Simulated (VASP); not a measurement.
Input of a VASP 6.6.1 run:

The input INCAR:

```
  PREC = Accurate
  ENCUT = 520
  EDIFF = 1E-6
  ISMEAR = 1
  SIGMA = 0.01
  LREAL = F
  LASPH = T
  NELM = 150
  ALGO = Normal
  ISIF = 2
  LWAVE = F
  LCHARG = F
  ISPIN = 2
  MAGMOM = 0 0
  LORBIT = 11
  LMAXMIX = 4
  GGA = CA
  NBANDS = 22
```

File KPOINTS:

```
regular mesh
0
Gamma
  9 9 6
```

The input POSCAR:

```
YSc
1.0
    3.5201658300      0.0000000000      0.0000000000
   -1.7600829100      3.0485530300      0.0000000000
    0.0000000000      0.0000000000      5.4041162200
Y Sc
1 1
Direct
    0.0000000000      0.0000000000      0.0000000000
    0.3333333300      0.6666666700      0.5000000000
```

Potentials or basis: VASP PAW LDA potentials, release 64 (Y_sv, Sc_sv).

Launch:

```console
$ cat potpaw_LDA.64/Y_sv/POTCAR potpaw_LDA.64/Sc_sv/POTCAR > POTCAR
$ mpirun -np 1 vasp_std > vasp.out
```

**Question.** Estimate the band gap on the k mesh.

**Answer.** Zero (filled and empty bands overlap).

**Question.** What does it give for the pressure?

**Answer.** -4.6 GPa.

Stress tensor (GPa, compression positive):
```
-4.55  0.00  0.00
 0.00 -4.55  0.00
 0.00  0.00 -4.67
```

Caveat: the cell stands under tension.
